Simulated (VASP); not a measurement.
## BaTiO3: electric field gradients with PBE

BaTiO3:

```
Ba Ti O
1.0
     4.00730    0.00000    0.00000
     0.00000    4.00730    0.00000
     0.00000    0.00000    4.04737
Ba Ti O
1 1 3
Cartesian
  2.0036 2.0036 2.0237
  0.0000 0.0000 0.0000
  2.0036 0.0000 0.0000
  0.0000 2.0036 0.0000
  0.0000 0.0000 2.0237
```

This cell differs from its parent crystal: zz strain of +1 %.

```yaml
Program: VASP 6.6.1
Task: electric field gradients
Functional: PBE
Potentials_or_basis: VASP PAW PBE potentials, release 64 (Ba_sv, Ti_sv, O_h)
Cutoff: 1000 eV
k_mesh: 8 × 8 × 8
Occupations: fermi-dirac, width 0.05 eV
Spin: no spin polarisation
Dipole_correction: no
Further_INCAR_settings: ALGO = Normal; EDIFF = 1e-08; NBANDS = 28
```

The pressure is 1.6 GPa and the band gap on the k mesh is 1.70 eV (least direct gap 1.87 eV). The largest electric field gradient by atom is Ba +1.8; Ti +8.4; O +24.6, +29.2 (each value once) V/Å².

Stress tensor (GPa, compression positive):
```
2.21 0.00 0.00
0.00 2.21 0.00
0.00 0.00 0.40
```

Levels at points of the mesh, in eV from the valence-band top:
```tsv
k point	band 16	band 17	band 18	band 19	band 20	band 21	band 22	band 23	band 24	band 25
(0.00, 0.00, 0.00)	-1.07	-1.07	-0.18	-0.17	-0.17	1.70	1.70	1.72	3.76	3.84
(0.50, 0.00, 0.00)	-1.89	-1.86	-1.86	-0.73	-0.72	1.86	3.43	3.44	3.79	5.80
(0.50, 0.50, 0.00)	-2.70	-1.73	-0.84	-0.84	-0.08	3.44	3.44	3.86	4.57	7.59
(0.00, 0.00, 0.50)	-1.89	-1.75	-1.75	-0.72	-0.72	1.87	3.35	3.35	3.84	5.75
(0.50, 0.00, 0.50)	-2.61	-1.73	-0.92	-0.92	-0.11	3.36	3.44	3.81	4.67	7.47
(0.50, 0.50, 0.50)	-2.39	-2.39	-0.02	-0.02	0.00	4.05	4.05	4.09	6.63	6.63
```

Electric field gradients, principal values (V/Å²):
| atom | least | middle | greatest (by size) |
| --- | --- | --- | --- |
| 1 Ba | -0.883 | -0.883 | 1.766 |
| 2 Ti | -4.219 | -4.219 | 8.438 |
| 3 O | -10.632 | -13.966 | 24.598 |
| 4 O | -10.632 | -13.966 | 24.598 |
| 5 O | -14.580 | -14.580 | 29.161 |

Wall time 6.2 min on 1 thread of Intel(R) Xeon(R) Platinum 8259CL CPU @ 2.50GHz (Skylake/Cascade Lake) (shared host), peak memory 0.52 GiB.

Caveat: the cell differs from its parent crystal (zz strain of +1 %); without QUAD_EFG the Cq values of the log hold for a quadrupole moment of 1 mb, not for the nuclei; spin-orbit coupling is left out, which moves the levels of the heavy elements. A k mesh can miss the band edges.
